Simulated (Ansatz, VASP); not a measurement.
Pd: VASP beside Ansatz

INCAR

```
ALGO     = Normal         # electronic algorithm
EDIFF    = 1E-7           # SCF threshold, eV
ENCUT    = 520            # plane-wave cutoff, eV
GGA      = PE             # functional
ISIF     = 2              # what is computed and relaxed
ISMEAR   = -1             # smearing method
ISPIN    = 2              # spin polarisation
LASPH    = T              # aspherical terms in the spheres
LCHARG   = T              # write CHGCAR
LELF     = T              # ELF
LMAXMIX  = 4              # l up to which the mixer works
LORBIT   = 11             # projections on sites
LREAL    = F              # projectors in reciprocal space
LVHAR    = T            
LWAVE    = F              # write WAVECAR
MAGMOM   = 0.5            # initial moments
NBANDS   = 15             # bands
NELM     = 150            # most SCF steps
PREC     = Accurate       # precision mode
SIGMA    = 0.05           # smearing width, eV
```

The input KPOINTS:

```
k-points
0
Gamma
  23 23 23
```

File POSCAR:

```
Pd
1.0
   -1.5263604633      1.5263604633      1.5263604633
    1.5263604633     -1.5263604633      1.5263604633
    1.5263604633      1.5263604633     -1.5263604633
Pd
1
Direct
    0.0000000000      0.0000000000      0.0000000000
```

Input for Ansatz:

```yaml
crystal:
  lattice:
    - [-1.5263604633, 1.5263604633, 1.5263604633]
    - [1.5263604633, -1.5263604633, 1.5263604633]
    - [1.5263604633, 1.5263604633, -1.5263604633]
  atoms:
    - { symbol: Pd, position: [0.0, 0.0, 0.0], spin: 0.5 }
hamiltonian:
  xc: pbe
  pseudopotentials:
    kind: paw
    azcp:
      Pd: "pseudopotentials/Pd.paw.azcp"
basis:
  ecutwfc: 420
  fft_grid_basis: typed
kpoints:
  mp_grid: { grid: [23, 23, 23], shift: [0, 0, 0] }
magnetization:
  spin_polarized: true
scf:
  occupations: { method: fermi_dirac, width: 0.05 }
output:
  stress: true
```

Alike in both runs: task single point; functional PBE; k mesh 23 × 23 × 23; occupations fermi-dirac, width 0.05 eV; collinear spin.

|  | VASP | Ansatz |
| --- | --- | --- |
| version | VASP 6.6.1 | Ansatz 0.2.0 |
| potentials or method | VASP PAW PBE potentials, release 64 (Pd), cutoff 520 eV | plane waves (420 eV) with PAW, scalar-relativistic |
| valence electrons in the cell | 10 | 18 |

VASP gave:

- pressure (GPa): 16.4
- net moment per atom (μB): 0.00

Question: Estimate Ansatz's values.

Answer: Pressure (GPa): 16.9; net moment per atom (μB): 0.00.

With one functional, cell and mesh, what is left measures potentials, basis and numerics. VASP's potentials hold 10 valence electrons a cell and Ansatz's 18, so a difference there can come from the potentials and not from the codes. Ansatz's warnings: seeded moment not kept.
